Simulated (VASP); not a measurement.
# Ge (Fd-3m) in VASP: notebook

Runs on Ge. Level: PBEsol. Tasks: single point.

Program: VASP 6.6.1. These are calculated values, not measurements. Logs are shortened: lines on timing, memory, paths and dates and some standing lists are left out, and cuts for length are marked.

### 1 The cell of the first run

The structure is cubic, space group Fd-3m (No. 227). The conventional cell has a = 5.771 Å, b = 5.771 Å, c = 5.771 Å, α = 90.00°, β = 90.00°, γ = 90.00°. Within 3.3 Å of Ge (site symmetry -43m) lie 4 Ge at 2.50 Å.

### 2 Single point, PBEsol

The input, INCAR:

```
PREC = Accurate
ENCUT = 520
EDIFF = 1E-6
ISMEAR = 0
SIGMA = 0.15
LREAL = F
LASPH = T
NELM = 100
ALGO = Normal
ISIF = 2
LWAVE = F
LCHARG = T
GGA = PS
LELF = T
LVHAR = T
NBANDS = 21
```

The input, KPOINTS:

```
Automatic mesh
0
Gamma
  14 14 14
```

The input, POSCAR:

```
Ge
1.0
    0.0000000000      2.8852539781      2.8852539781
    2.8852539781      0.0000000000      2.8852539781
    2.8852539781      2.8852539781      0.0000000000
Ge
2
Direct
    0.5000000000      0.5000000000      0.5000000000
    0.7500000000      0.7500000000      0.7500000000
```

Potentials or basis: VASP PAW PBE potentials, release 64 (Ge_d).

Command:

```
cat potpaw_PBE.64/Ge_d/POTCAR > POTCAR
mpirun -np 1 vasp_std > vasp.out
```

OUTCAR:

```text
PREC = Accurate
   ENCUT = 520
   EDIFF = 1E-6
   ISMEAR = 0
   LREAL = F
   LASPH = T
   NELM = 100
   ISIF = 2
   GGA = PS

 ion  position               nearest neighbor table
   1  0.500  0.500  0.500-   2 2.50   2 2.50   2 2.50   2 2.50
   2  0.750  0.750  0.750-   1 2.50   1 2.50   1 2.50   1 2.50

  LATTYP: Found a face centered cubic cell.
 ALAT       =     5.7705079562

  Lattice vectors:

 A1 = (   0.0000000000,   2.8852539781,   2.8852539781)
 A2 = (   2.8852539781,   0.0000000000,   2.8852539781)
 A3 = (   2.8852539781,   2.8852539781,   0.0000000000)

Analysis of symmetry for initial positions (statically):
=====================================================================
 Subroutine PRICEL returns:
 Original cell was already a primitive cell.

 Routine SETGRP: Setting up the symmetry group for a
 face centered cubic supercell.

 Subroutine GETGRP returns: Found 48 space group operations
 (whereof 24 operations were pure point group operations)
 out of a pool of 48 trial point group operations.

The static configuration has the point symmetry T_d .
 The point group associated with its full space group is O_h .

Analysis of symmetry for dynamics (positions and initial velocities):
=====================================================================
 Subroutine PRICEL returns:
 Original cell was already a primitive cell.

 Routine SETGRP: Setting up the symmetry group for a
 face centered cubic supercell.

 Subroutine GETGRP returns: Found 48 space group operations
 (whereof 24 operations were pure point group operations)
 out of a pool of 48 trial point group operations.

The dynamic configuration has the point symmetry T_d .
 The point group associated with its full space group is O_h .

 Subroutine INISYM returns: Found 48 space group operations
 (whereof 24 operations are pure point group operations),
 and found     1 'primitive' translations

----------------------------------------------------------------------------------------

                                     Primitive cell

  volume of cell :      48.0377

  direct lattice vectors                    reciprocal lattice vectors
     0.000000000  2.885253978  2.885253978    -0.173294969  0.173294969  0.173294969
     2.885253978  0.000000000  2.885253978     0.173294969 -0.173294969  0.173294969
     2.885253978  2.885253978  0.000000000     0.173294969  0.173294969 -0.173294969

  length of vectors
     4.080365307  4.080365307  4.080365307     0.300155692  0.300155692  0.300155692

  position of ions in fractional coordinates (direct lattice)
     0.500000000  0.500000000  0.500000000
     0.750000000  0.750000000  0.750000000

  ion indices of the primitive-cell ions
   primitive index   ion index
                 1           1
                 2           2

----------------------------------------------------------------------------------------

 KPOINTS: Automatic mesh

Automatic generation of k-mesh.
 Grid dimensions read from file:
 generate k-points for:   14   14   14

 Generating k-lattice:

  Cartesian coordinates                     Fractional coordinates (reciprocal lattice)
    -0.012378212  0.012378212  0.012378212     0.071428571  0.000000000  0.000000000
     0.012378212 -0.012378212  0.012378212     0.000000000  0.071428571  0.000000000
     0.012378212  0.012378212 -0.012378212     0.000000000  0.000000000  0.071428571

  Length of vectors
     0.021439692  0.021439692  0.021439692

  Shift w.r.t. Gamma in fractional coordinates (k-lattice)
     0.000000000  0.000000000  0.000000000

 Subroutine IBZKPT returns following result:
 ===========================================

 Found    104 irreducible k-points:

 Following reciprocal coordinates:
            Coordinates               Weight
  0.000000  0.000000  0.000000      1.000000
  0.071429  0.000000  0.000000      8.000000
  0.142857  0.000000  0.000000      8.000000
  0.214286  0.000000  0.000000      8.000000
  0.285714  0.000000  0.000000      8.000000
  0.357143  0.000000  0.000000      8.000000
[... 16 lines left out ...]
  0.214286  0.142857  0.000000     24.000000
  0.285714  0.142857  0.000000     24.000000
 [... further k-points ...]
   k-points           NKPTS =    104   k-points in BZ     NKDIM =    104   number of bands    NBANDS=     21
   number of dos      NEDOS =    301   number of ions     NIONS =      2
   total plane-waves  NPLWV =  27000
   dimension x,y,z NGX =    30 NGY =   30 NGZ =   30
   dimension x,y,z NGXF=    60 NGYF=   60 NGZF=   60
   ions per type =               2
   NGX,Y,Z   is equivalent  to a cutoff of  12.22, 12.22, 12.22 a.u.
   NGXF,Y,Z  is equivalent  to a cutoff of  24.45, 24.45, 24.45 a.u.
 SYSTEM =  unknown system
   PREC   = accura    normal or accurate (medium, high low for compatibility)
   ISTART =      0    job   : 0-new  1-cont  2-samecut
   ICHARG =      2    charge: 1-file 2-atom 10-const
   ISPIN  =      1    spin polarized calculation?
   LNONCOLLINEAR =      F non collinear calculations
   LSORBIT =      F    spin-orbit coupling
   LASPH  =      T    aspherical Exc in radial PAW
   ENCUT  =  520.0 eV  38.22 Ry    6.18 a.u.   7.59  7.59  7.59*2*pi/ulx,y,z
   NELM   =    100;   NELMIN=  2; NELMDL= -5     # of ELM steps
   EDIFF  = 0.1E-05   stopping-criterion for ELM
   LREAL  =      F    real-space projection
   EDIFFG = 0.1E-04   stopping-criterion for IOM
   NSW    =      0    number of steps for IOM
   IBRION =     -1    ionic relax: 0-MD 1-quasi-New 2-CG
   NFREE  =      0    steps in history (QN), initial steepest desc. (CG)
   ISIF   =      2    stress and relaxation
   ISYM   =      2    0-nonsym 1-usesym 2-fastsym
   POTIM  = 0.5000    time-step for ionic-motion
   TEBEG  =    0.0;   TEEND  =   0.0 temperature during run
   PSTRESS=    0.0 pullay stress
   NELECT =      28.0000    total number of electrons
   NUPDOWN=      -1.0000    fix difference up-down
   EMIN   =  10.00;   EMAX   =-10.00  energy-range for DOS
   EFERMI =   0.00;   METHOD = LEGACY
   ISMEAR =     0;   SIGMA  =   0.15  broadening in eV -4-tet -1-fermi 0-gaus
   EFERMI_NEDOS =   21; number of points for ismear=-14 and -15
   IALGO  =     38    algorithm
   IMIX   =      4    mixing-type and parameters
     AMIX     =   0.40;   BMIX     =  1.00
     AMIX_MAG =   1.60;   BMIX_MAG =  1.00
  volume/ion in A,a.u.               =      24.02       162.09
  Fermi-wavevector in a.u.,A,eV,Ry     =   1.367519  2.584237 25.444378  1.870109
  Thomas-Fermi vector in A             =   2.493565
   LORBIT       =      0    0 simple, 1 ext, 2 COOP (PROOUT), +10 PAW based schemes
   GGA     = PS    functional components
   LHFCALC =     F    Hartree Fock is set to
   AEXX    =    0.0000 exact exchange contribution
   IVDW    =     0    specifies the selected vdW correction
   LEPSILON=     F    determine dielectric tensor
   LRPA    =     F    only Hartree local field effects (RPA)
 non-spin polarized calculation
 Gauss-broadening in eV      SIGMA  =   0.15
  energy-cutoff  :      520.00
  volume of cell :       48.04
 maximum number of plane-waves:      1311
   NGX = 15   NGY = 15   NGZ = 15

 number of electron      27.9999976 magnetization

 Free energy of the ion-electron system (eV)
  ---------------------------------------------------
  ext. energy  EPLUGINS =         0.00000000
  ---------------------------------------------------
  free energy    TOTEN  =        -9.85194051 eV

  energy without entropy =       -9.85074938  energy(sigma->0) =       -9.85134494

 E-fermi :   4.2761     XC(G=0):  -9.8519

 val. band max:        4.2521396048   @ k =   0.5000   0.0000   0.0000
 cond. band min:       4.2939777260   @ k =   0.4286   0.0000   0.0000
 fundamental gap:      0.0418381212
 Fermi energy:         4.2760540506

 k-point     1 :       0.0000    0.0000    0.0000
  band No.  band energies     occupation
      1     -20.3869      2.00000
      2     -20.3869      2.00000
      3     -20.3869      2.00000
      4     -20.3547      2.00000
      5     -20.3547      2.00000
      6     -20.1727      2.00000
[... 13 lines left out ...]
     20      13.6228      0.00000
     21      13.6228      0.00000

 k-point     2 :       0.0714    0.0000    0.0000
  band No.  band energies     occupation
      1     -20.3896      2.00000
      2     -20.3896      2.00000
      3     -20.3861      2.00000
      4     -20.3510      2.00000
      5     -20.3510      2.00000
      6     -20.1780      2.00000
[... 13 lines left out ...]
     20      13.1684      0.00000
     21      13.1684      0.00000

 k-point     3 :       0.1429    0.0000    0.0000
  band No.  band energies     occupation
      1     -20.3951      2.00000
      2     -20.3951      2.00000
      3     -20.3840      2.00000
      4     -20.3429      2.00000
      5     -20.3429      2.00000
      6     -20.1860      2.00000
[... 13 lines left out ...]
     20      12.6358      0.00000
     21      12.6358      0.00000

 k-point     4 :       0.2143    0.0000    0.0000
  band No.  band energies     occupation
      1     -20.4003      2.00000
      2     -20.4003      2.00000
      3     -20.3809      2.00000
      4     -20.3343      2.00000
      5     -20.3343      2.00000
      6     -20.1933      2.00000
[... 13 lines left out ...]
     20      12.4282      0.00000
     21      12.4282      0.00000

 k-point     5 :       0.2857    0.0000    0.0000
  band No.  band energies     occupation
      1     -20.4042      2.00000
      2     -20.4042      2.00000
      3     -20.3774      2.00000
      4     -20.3270      2.00000
      5     -20.3270      2.00000
      6     -20.1989      2.00000
[... 13 lines left out ...]
     20      12.6686      0.00000
     21      12.6686      0.00000
[... 382 lines left out ...]
     20      12.4720      0.00000
     21      12.9983      0.00000

 k-point    22 :       0.1429    0.1429    0.0000
  band No.  band energies     occupation
      1     -20.3934      2.00000
      2     -20.3932      2.00000
      3     -20.3932      2.00000
      4     -20.3448      2.00000
      5     -20.3299      2.00000
      6     -20.2087      2.00000
[... 13 lines left out ...]
     20      11.8758      0.00000
     21      13.9584      0.00000

 k-point    23 :       0.2143    0.1429    0.0000
  band No.  band energies     occupation
      1     -20.4009      2.00000
      2     -20.3970      2.00000
      3     -20.3885      2.00000
      4     -20.3384      2.00000
      5     -20.3197      2.00000
      6     -20.2199      2.00000
[... 13 lines left out ...]
     20      12.6256      0.00000
     21      13.8775      0.00000

 k-point    24 :       0.2857    0.1429    0.0000
  band No.  band energies     occupation
      1     -20.4081      2.00000
      2     -20.4013      2.00000
      3     -20.3814      2.00000
      4     -20.3305      2.00000
      5     -20.3105      2.00000
      6     -20.2285      2.00000
[... 13 lines left out ...]
     20      13.2577      0.00000
     21      13.9034      0.00000

 [... further k-points ...]
[... 5 lines left out ...]
  --------------------------------------------------------------------------------------
  -------------------------------------------------------------------------------------
  Total       -0.9065880     -0.9065880     -0.9065880     -0.0000000      0.0000000     -0.0000000
  in kB      -30.2369797    -30.2369797    -30.2369797     -0.0000000      0.0000000     -0.0000000
  external PRESSURE =     -30.2369797 kB  Pullay stress =       0.0000000 kB

 VOLUME and BASIS-vectors are now :
 -----------------------------------------------------------------------------
  energy-cutoff  :      520.00
  volume of cell :       48.04
      direct lattice vectors                 reciprocal lattice vectors
     0.000000000  2.885253978  2.885253978    -0.173294969  0.173294969  0.173294969
     2.885253978  0.000000000  2.885253978     0.173294969 -0.173294969  0.173294969
     2.885253978  2.885253978  0.000000000     0.173294969  0.173294969 -0.173294969

 POSITION                                       TOTAL-FORCE (eV/Angst)
 -----------------------------------------------------------------------------------
      2.88525      2.88525      2.88525         0.000000      0.000000      0.000000
      4.32788      4.32788      4.32788        -0.000000     -0.000000     -0.000000
 -----------------------------------------------------------------------------------
    total drift:                                0.000000     -0.000000      0.000000

  FREE ENERGIE OF THE ION-ELECTRON SYSTEM (eV)
  ---------------------------------------------------
  free  energy   TOTEN  =        -9.8519405056 eV

  energy  without entropy=       -9.8507493806  energy(sigma->0) =       -9.85134494
```

Run time: 59 s. Hardware: 1 thread of AMD EPYC 9R45 (Zen 5), shared host; peak memory 0.19 GiB.

What came out:

```
Free energy            : -9.8519 eV
Pressure               : -3.0 GPa
Band gap on the k mesh : zero (bands 14 and 15 overlap by 0.05 eV)
```

Levels at points of the mesh, in eV from the Fermi level:
| k point | band 11 | band 12 | band 13 | band 14 | band 15 | band 16 | band 17 | band 18 |
| --- | --- | --- | --- | --- | --- | --- | --- | --- |
| (0.00, 0.00, 0.00) | -12.33 | -0.51 | 0.03 | 0.03 | 0.03 | 2.53 | 2.53 | 2.53 |
| (0.50, 0.00, 0.00) | -10.38 | -7.34 | -1.29 | -1.29 | -0.02 | 3.70 | 3.70 | 6.96 |
| (0.50, 0.50, 0.00) | -8.66 | -8.66 | -2.86 | -2.86 | 0.76 | 0.76 | 9.03 | 9.03 |

Caveat: the cell stands under tension; semilocal functionals underestimate gaps, and a narrow one can read as zero; the PAW data sets were made with another functional, which shifts forces and pressure a little.

### 3 Single point, PBEsol

This run uses another cell than the first one, of 24.61 Å³/atom.

The input, INCAR:

```
SYSTEM = Ge
  ALGO = Normal
  EDIFF = 1E-7
  ENCUT = 520
  GGA = PS
  ISIF = 2
  ISMEAR = 0
  LASPH = .TRUE.
  LCHARG = .TRUE.
  LELF = .TRUE.
  LREAL = .FALSE.
  LVHAR = .TRUE.
  LWAVE = .FALSE.
  NBANDS = 21
  NELM = 60
  PREC = Accurate
  SIGMA = 0.15
```

The input, KPOINTS:

```
k-points
0
G
  14 14 14
  0 0 0
```

The input, POSCAR:

```
Ge
1.0
    0.0000000000      2.9088082301      2.9088082301
    2.9088082301      0.0000000000      2.9088082301
    2.9088082301      2.9088082301      0.0000000000
Ge
2
Direct
    0.5000000000      0.5000000000      0.5000000000
    0.7500000000      0.7500000000      0.7500000000
```

Potentials or basis: VASP PAW PBE potentials, release 64 (Ge_d).

Command:

```
cat potpaw_PBE.64/Ge_d/POTCAR > POTCAR
mpirun -np 1 vasp_std > vasp.out
```

It took 63 s on 1 thread of AMD EPYC 9R45 (Zen 5), shared host; peak memory 0.19 GiB.

Results (log left out):

| Property | Result |
| --- | --- |
| Free energy | -9.8254 eV |
| Pressure | -4.2 GPa |
| Band gap on the k mesh | zero (bands 14 and 15 overlap by 0.12 eV) |

Levels at points of the mesh, in eV from the Fermi level:
| k point | band 10 | band 11 | band 12 | band 13 | band 14 | band 15 | band 16 | band 17 | band 18 | band 19 |
| --- | --- | --- | --- | --- | --- | --- | --- | --- | --- | --- |
| (0.00, 0.00, 0.00) | -24.41 | -12.14 | -0.69 | 0.05 | 0.05 | 0.05 | 2.54 | 2.54 | 2.54 | 6.07 |
| (0.50, 0.00, 0.00) | -24.38 | -10.24 | -7.22 | -1.23 | -1.23 | -0.07 | 3.71 | 3.71 | 6.96 | 9.96 |
| (0.50, 0.50, 0.00) | -24.37 | -8.55 | -8.55 | -2.76 | -2.76 | 0.81 | 0.81 | 8.86 | 8.86 | 10.75 |

Caveat: the cell stands under tension; semilocal functionals underestimate gaps, and a narrow one can read as zero; the PAW data sets were made with another functional, which shifts forces and pressure a little.

The gap in the log of VASP goes by the Fermi energy; the results here count the filled bands.